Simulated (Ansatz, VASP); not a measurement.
# One calculation of CaF2, two programs

The input INCAR:

```
SYSTEM = CaF2
PREC = Accurate ; ENCUT = 600
EDIFF = 1E-6 ; ISMEAR = 0
SIGMA = 0.02 ; LREAL = .FALSE.
LASPH = .TRUE. ; NELM = 120
ALGO = Normal ; ISIF = 2
LWAVE = .FALSE. ; LCHARG = .FALSE.
GGA = PE ; NBANDS = 19
GGA_COMPAT = .FALSE.
```

The input KPOINTS:

```
Automatic mesh
0
G
  8 8 8
  0 0 0
```

POSCAR

```
CaF2
1.0
    0.0000000000      2.8094204328      2.8094204328
    2.8094204328      0.0000000000      2.8094204328
    2.8094204328      2.8094204328      0.0000000000
Ca F
1 2
Direct
    0.0000000000      0.0000000000      0.0000000000
    0.7500000000      0.7500000000      0.7500000000
    0.2500000000      0.2500000000      0.2500000000
```

Input for Ansatz:

```yaml
crystal:
  lattice:
    - [0.0, 2.8094204328, 2.8094204328]
    - [2.8094204328, 0.0, 2.8094204328]
    - [2.8094204328, 2.8094204328, 0.0]
  atoms:
    - { symbol: Ca, position: [0.0, 0.0, 0.0] }
    - { symbol: F, position: [0.75, 0.75, 0.75] }
    - { symbol: F, position: [0.25, 0.25, 0.25] }
basis:
  ecutwfc: 420
kpoints:
  mp_grid: { grid: [8, 8, 8] }
hamiltonian:
  xc: pbe
scf:
  occupations: { method: gaussian, width: 0.02 }
output:
  forces: true
  stress: true
  eigenvalues: true
```

Alike in both runs: task single point; functional PBE; k mesh 8 × 8 × 8; occupations gaussian, width 0.02 eV; no spin polarisation.

|  | VASP | Ansatz |
| --- | --- | --- |
| version | VASP 6.6.1 | Ansatz 0.2.0 |
| potentials or method | VASP PAW PBE potentials, release 64 (Ca_sv, F), cutoff 600 eV | scalar-relativistic, plane waves, PAW |
| valence electrons in the cell | 24 | 24 |

Ansatz gave:

```
gap on the k mesh at the Fermi level (eV) : 6.81
least direct gap on the mesh (eV)         : 7.05
pressure (GPa)                            : -4.0
```

Which values does VASP return?

gap on the k mesh at the Fermi level (eV): 6.79; least direct gap on the mesh (eV): 7.03; pressure (GPa): -3.9.

The functional is the same, so the differences come from potentials, cutoffs and numerics.
